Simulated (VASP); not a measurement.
# Fe (Fd-3m) in VASP: further runs

Fe is run at these levels: PBE; tasks: single point.

Everything below comes from runs of VASP 6.6.1. Logs are shortened: lines on timing, memory, paths and dates and some standing lists are left out, and cuts for length are marked.

**1. The cell of the first run**

Symmetry: Fd-3m, No. 227, cubic system. Conventional cell: a = 4.969 Å, b = 4.969 Å, c = 4.969 Å, α = 90.00°, β = 90.00°, γ = 90.00°. Fe (site symmetry -43m) has 4 Fe at 2.15 Å within 2.8 Å.

This isn't the form of Fe at room conditions, which is bcc.

**2. Single point, PBE**

The input, INCAR:

```
SYSTEM = Fe
  PREC = Accurate
  ENCUT = 520
  EDIFF = 1E-6
  ISMEAR = -1
  SIGMA = 0.06122561905347299
  LREAL = .FALSE.
  LASPH = .TRUE.
  NELM = 80
  ALGO = Normal
  ISIF = 2
  LWAVE = .FALSE.
  LCHARG = .TRUE.
  GGA = PE
  LELF = .TRUE.
  LVHAR = .TRUE.
  NBANDS = 15
```

The input, KPOINTS:

```
regular mesh
0
G
  38 38 38
  0 0 0
```

The input, POSCAR:

```
Fe
1.0
    0.0000000000      2.4844946835      2.4844946835
    2.4844946835      0.0000000000      2.4844946835
    2.4844946835      2.4844946835      0.0000000000
Fe
2
Direct
    0.0000000000      0.0000000000      0.0000000000
    0.2500000000      0.2500000000      0.2500000000
```

Potentials or basis: VASP PAW PBE potentials, release 64 (Fe).

The run is started by

```console
$ cat potpaw_PBE.64/Fe/POTCAR > POTCAR
$ mpirun -np 1 vasp_std > vasp.out
```

OUTCAR:

```text
SYSTEM = Fe
   PREC = Accurate
   ENCUT = 520
   EDIFF = 1E-6
   ISMEAR = -1
   LREAL = .FALSE.
   LASPH = .TRUE.
   NELM = 80
   ISIF = 2
   GGA = PE

 ion  position               nearest neighbor table
   1  0.000  0.000  0.000-   2 2.15   2 2.15   2 2.15   2 2.15
   2  0.250  0.250  0.250-   1 2.15   1 2.15   1 2.15   1 2.15

  LATTYP: Found a face centered cubic cell.
 ALAT       =     4.9689893670

  Lattice vectors:

 A1 = (   0.0000000000,   2.4844946835,   2.4844946835)
 A2 = (   2.4844946835,   0.0000000000,   2.4844946835)
 A3 = (   2.4844946835,   2.4844946835,   0.0000000000)

Analysis of symmetry for initial positions (statically):
=====================================================================
 Subroutine PRICEL returns:
 Original cell was already a primitive cell.

 Routine SETGRP: Setting up the symmetry group for a
 face centered cubic supercell.

 Subroutine GETGRP returns: Found 48 space group operations
 (whereof 24 operations were pure point group operations)
 out of a pool of 48 trial point group operations.

The static configuration has the point symmetry T_d .
 The point group associated with its full space group is O_h .

Analysis of symmetry for dynamics (positions and initial velocities):
=====================================================================
 Subroutine PRICEL returns:
 Original cell was already a primitive cell.

 Routine SETGRP: Setting up the symmetry group for a
 face centered cubic supercell.

 Subroutine GETGRP returns: Found 48 space group operations
 (whereof 24 operations were pure point group operations)
 out of a pool of 48 trial point group operations.

The dynamic configuration has the point symmetry T_d .
 The point group associated with its full space group is O_h .

 Subroutine INISYM returns: Found 48 space group operations
 (whereof 24 operations are pure point group operations),
 and found     1 'primitive' translations

----------------------------------------------------------------------------------------

                                     Primitive cell

  volume of cell :      30.6721

  direct lattice vectors                    reciprocal lattice vectors
     0.000000000  2.484494683  2.484494683    -0.201248167  0.201248167  0.201248167
     2.484494683  0.000000000  2.484494683     0.201248167 -0.201248167  0.201248167
     2.484494683  2.484494683  0.000000000     0.201248167  0.201248167 -0.201248167

  length of vectors
     3.513606077  3.513606077  3.513606077     0.348572049  0.348572049  0.348572049

  position of ions in fractional coordinates (direct lattice)
     0.000000000  0.000000000  0.000000000
     0.250000000  0.250000000  0.250000000

  ion indices of the primitive-cell ions
   primitive index   ion index
                 1           1
                 2           2

----------------------------------------------------------------------------------------

 KPOINTS: regular mesh

Automatic generation of k-mesh.
 Grid dimensions read from file:
 generate k-points for:   38   38   38

 Generating k-lattice:

  Cartesian coordinates                     Fractional coordinates (reciprocal lattice)
    -0.005296004  0.005296004  0.005296004     0.026315789  0.000000000  0.000000000
     0.005296004 -0.005296004  0.005296004     0.000000000  0.026315789  0.000000000
     0.005296004  0.005296004 -0.005296004     0.000000000  0.000000000  0.026315789

  Length of vectors
     0.009172949  0.009172949  0.009172949

  Shift w.r.t. Gamma in fractional coordinates (k-lattice)
     0.000000000  0.000000000  0.000000000

 Subroutine IBZKPT returns following result:
 ===========================================

 Found   1440 irreducible k-points:

 Following reciprocal coordinates:
            Coordinates               Weight
  0.000000  0.000000  0.000000      1.000000
  0.026316  0.000000  0.000000      8.000000
  0.052632  0.000000  0.000000      8.000000
  0.078947  0.000000  0.000000      8.000000
  0.105263  0.000000  0.000000      8.000000
  0.131579  0.000000  0.000000      8.000000
[... 16 lines left out ...]
  0.078947  0.026316  0.000000     24.000000
  0.105263  0.026316  0.000000     24.000000
 [... further k-points ...]
   k-points           NKPTS =   1440   k-points in BZ     NKDIM =   1440   number of bands    NBANDS=     15
   number of dos      NEDOS =    301   number of ions     NIONS =      2
   total plane-waves  NPLWV =  21952
   dimension x,y,z NGX =    28 NGY =   28 NGZ =   28
   dimension x,y,z NGXF=    56 NGYF=   56 NGZF=   56
   ions per type =               2
   NGX,Y,Z   is equivalent  to a cutoff of  13.25, 13.25, 13.25 a.u.
   NGXF,Y,Z  is equivalent  to a cutoff of  26.50, 26.50, 26.50 a.u.
 SYSTEM =  Fe
   PREC   = accura    normal or accurate (medium, high low for compatibility)
   ISTART =      0    job   : 0-new  1-cont  2-samecut
   ICHARG =      2    charge: 1-file 2-atom 10-const
   ISPIN  =      1    spin polarized calculation?
   LNONCOLLINEAR =      F non collinear calculations
   LSORBIT =      F    spin-orbit coupling
   LASPH  =      T    aspherical Exc in radial PAW
   ENCUT  =  520.0 eV  38.22 Ry    6.18 a.u.   6.53  6.53  6.53*2*pi/ulx,y,z
   NELM   =     80;   NELMIN=  2; NELMDL= -5     # of ELM steps
   EDIFF  = 0.1E-05   stopping-criterion for ELM
   LREAL  =      F    real-space projection
   EDIFFG = 0.1E-04   stopping-criterion for IOM
   NSW    =      0    number of steps for IOM
   IBRION =     -1    ionic relax: 0-MD 1-quasi-New 2-CG
   NFREE  =      0    steps in history (QN), initial steepest desc. (CG)
   ISIF   =      2    stress and relaxation
   ISYM   =      2    0-nonsym 1-usesym 2-fastsym
   POTIM  = 0.5000    time-step for ionic-motion
   TEBEG  =    0.0;   TEEND  =   0.0 temperature during run
   PSTRESS=    0.0 pullay stress
   NELECT =      16.0000    total number of electrons
   NUPDOWN=      -1.0000    fix difference up-down
   EMIN   =  10.00;   EMAX   =-10.00  energy-range for DOS
   EFERMI =   0.00;   METHOD = LEGACY
   ISMEAR =    -1;   SIGMA  =   0.06  broadening in eV -4-tet -1-fermi 0-gaus
   EFERMI_NEDOS =   21; number of points for ismear=-14 and -15
   IALGO  =     38    algorithm
   IMIX   =      4    mixing-type and parameters
     AMIX     =   0.40;   BMIX     =  1.00
     AMIX_MAG =   1.60;   BMIX_MAG =  1.00
  volume/ion in A,a.u.               =      15.34       103.49
  Fermi-wavevector in a.u.,A,eV,Ry     =   1.317852  2.490380 23.629712  1.736735
  Thomas-Fermi vector in A             =   2.447864
   LORBIT       =      0    0 simple, 1 ext, 2 COOP (PROOUT), +10 PAW based schemes
   GGA     = PE    functional components
   LHFCALC =     F    Hartree Fock is set to
   AEXX    =    0.0000 exact exchange contribution
   IVDW    =     0    specifies the selected vdW correction
   LEPSILON=     F    determine dielectric tensor
   LRPA    =     F    only Hartree local field effects (RPA)
 non-spin polarized calculation
  energy-cutoff  :      520.00
  volume of cell :       30.67
 maximum number of plane-waves:       869
   NGX = 13   NGY = 13   NGZ = 13

 number of electron      15.9999988 magnetization

 Free energy of the ion-electron system (eV)
  ---------------------------------------------------
  ext. energy  EPLUGINS =         0.00000000
  ---------------------------------------------------
  free energy    TOTEN  =       -13.94966097 eV

  energy without entropy =      -13.91561610  energy(sigma->0) =      -13.93263853

 E-fermi :   3.1184     XC(G=0): -11.2183

 val. band max:        3.1182994936   @ k =   0.3421   0.1053   0.0263
 cond. band min:       3.1187749689   @ k =  -0.4737   0.1316   0.0526
 fundamental gap:      0.0004754753
 Fermi energy:         3.1184387256

 k-point     1 :       0.0000    0.0000    0.0000
  band No.  band energies     occupation
      1      -3.2578      2.00000
      2       0.5970      2.00000
      3       0.5970      2.00000
      4       0.8374      2.00000
      5       0.8374      2.00000
      6       0.8374      2.00000
      7       2.7548      1.99475
      8       2.7548      1.99475
      9       2.7548      1.99475
     10       4.2428      0.00000
     11       4.2428      0.00000
     12      16.8120      0.00000
     13      16.8120      0.00000
     14      16.8120      0.00000
     15      17.0548      0.00000

 k-point     2 :       0.0263    0.0000    0.0000
  band No.  band energies     occupation
      1      -3.2441      2.00000
      2       0.5852      2.00000
      3       0.5852      2.00000
      4       0.8381      2.00000
      5       0.8529      2.00000
      6       0.8529      2.00000
      7       2.7476      1.99532
      8       2.7536      1.99485
      9       2.7536      1.99485
     10       4.2428      0.00000
     11       4.2428      0.00000
     12      16.1836      0.00000
     13      16.5795      0.00000
     14      16.5795      0.00000
     15      17.3020      0.00000

 k-point     3 :       0.0526    0.0000    0.0000
  band No.  band energies     occupation
      1      -3.2031      2.00000
      2       0.5572      2.00000
      3       0.5572      2.00000
      4       0.8403      2.00000
      5       0.8917      2.00000
      6       0.8917      2.00000
      7       2.7264      1.99670
      8       2.7504      1.99511
      9       2.7504      1.99511
     10       4.2427      0.00000
     11       4.2427      0.00000
     12      15.3946      0.00000
     13      16.2716      0.00000
     14      16.2716      0.00000
     15      17.6762      0.00000

 k-point     4 :       0.0789    0.0000    0.0000
  band No.  band energies     occupation
      1      -3.1350      2.00000
      2       0.5239      2.00000
      3       0.5239      2.00000
      4       0.8442      2.00000
      5       0.9421      2.00000
      6       0.9421      2.00000
      7       2.6912      1.99814
      8       2.7460      1.99545
      9       2.7460      1.99545
     10       4.2424      0.00000
     11       4.2424      0.00000
     12      14.5903      0.00000
     13      15.9716      0.00000
     14      15.9716      0.00000
     15      17.6090      0.00000
[... 307 lines left out ...]
 k-point    22 :       0.0526    0.0263    0.0000
  band No.  band energies     occupation
      1      -3.2076      2.00000
      2       0.5274      2.00000
      3       0.5978      2.00000
      4       0.8411      2.00000
      5       0.8560      2.00000
      6       0.9133      2.00000
      7       2.7094      1.99749
      8       2.7592      1.99435
      9       2.7619      1.99410
     10       4.2310      0.00000
     11       4.2541      0.00000
     12      15.6282      0.00000
     13      15.9298      0.00000
     14      16.5837      0.00000
     15      17.0660      0.00000

 k-point    23 :       0.0789    0.0263    0.0000
  band No.  band energies     occupation
      1      -3.1486      2.00000
      2       0.4892      2.00000
      3       0.5758      2.00000
      4       0.8445      2.00000
      5       0.8958      2.00000
      6       0.9638      2.00000
      7       2.6755      1.99856
      8       2.7534      1.99486
      9       2.7636      1.99394
     10       4.2250      0.00000
     11       4.2591      0.00000
     12      14.8479      0.00000
     13      15.6219      0.00000
     14      16.3418      0.00000
     15      17.3784      0.00000

 k-point    24 :       0.1053    0.0263    0.0000
  band No.  band energies     occupation
      1      -3.0628      2.00000
      2       0.4528      2.00000
      3       0.5486      2.00000
      4       0.8496      2.00000
      5       0.9460      2.00000
      6       1.0188      2.00000
      7       2.6314      1.99930
      8       2.7441      1.99559
      9       2.7649      1.99380
     10       4.2188      0.00000
     11       4.2633      0.00000
     12      14.0519      0.00000
     13      15.3290      0.00000
     14      16.0782      0.00000
     15      17.6159      0.00000

 [... further k-points ...]

------------------------ aborting loop because EDIFF is reached ----------------------------------------

  FORCE on cell =-STRESS in cart. coord.  units (eV):
  Direction    XX          YY          ZZ          XY          YZ          ZX
  --------------------------------------------------------------------------------------
  -------------------------------------------------------------------------------------
  Total       -1.6968430     -1.6968430     -1.6968430      0.0000000     -0.0000000     -0.0000000
  in kB      -88.6355668    -88.6355668    -88.6355668      0.0000000     -0.0000000     -0.0000000
  external PRESSURE =     -88.6355668 kB  Pullay stress =       0.0000000 kB

 VOLUME and BASIS-vectors are now :
 -----------------------------------------------------------------------------
  energy-cutoff  :      520.00
  volume of cell :       30.67
      direct lattice vectors                 reciprocal lattice vectors
     0.000000000  2.484494683  2.484494683    -0.201248167  0.201248167  0.201248167
     2.484494683  0.000000000  2.484494683     0.201248167 -0.201248167  0.201248167
     2.484494683  2.484494683  0.000000000     0.201248167  0.201248167 -0.201248167

 POSITION                                       TOTAL-FORCE (eV/Angst)
 -----------------------------------------------------------------------------------
      0.00000      0.00000      0.00000        -0.000000     -0.000000      0.000000
      1.24225      1.24225      1.24225         0.000000      0.000000     -0.000000
 -----------------------------------------------------------------------------------
    total drift:                                0.000000      0.000000      0.000000

  FREE ENERGIE OF THE ION-ELECTRON SYSTEM (eV)
  ---------------------------------------------------
  free  energy   TOTEN  =       -13.9496609668 eV

  energy  without entropy=      -13.9156160960  energy(sigma->0) =      -13.93263853
```

Run time: 13 min. Hardware: 1 thread of Intel Xeon 8259CL, shared host; peak memory 0.66 GiB.

Results:

* Free energy: -13.9497 eV
* Pressure: -8.9 GPa
* Band gap on the k mesh: zero (bands 8 and 9 overlap by 0.70 eV)

Levels at points of the mesh, in eV from the Fermi level:
```csv
k point,band 5,band 6,band 7,band 8,band 9,band 10,band 11,band 12
"(0.00, 0.00, 0.00)",-2.28,-2.28,-0.36,-0.36,-0.36,1.12,1.12,13.69
"(0.50, 0.00, 0.00)",-2.29,-2.29,-1.02,0.15,0.15,0.90,0.90,2.29
"(0.50, 0.50, 0.00)",-1.36,-1.36,-0.67,-0.67,1.09,1.09,2.57,2.57
```

Caveat: the cell stands under tension; the run has no spin polarisation, though such a crystal can be magnetic. Spin polarisation is off, so any magnetic state and its effect on volume and gap are missing.

[end of part 1 of 3]
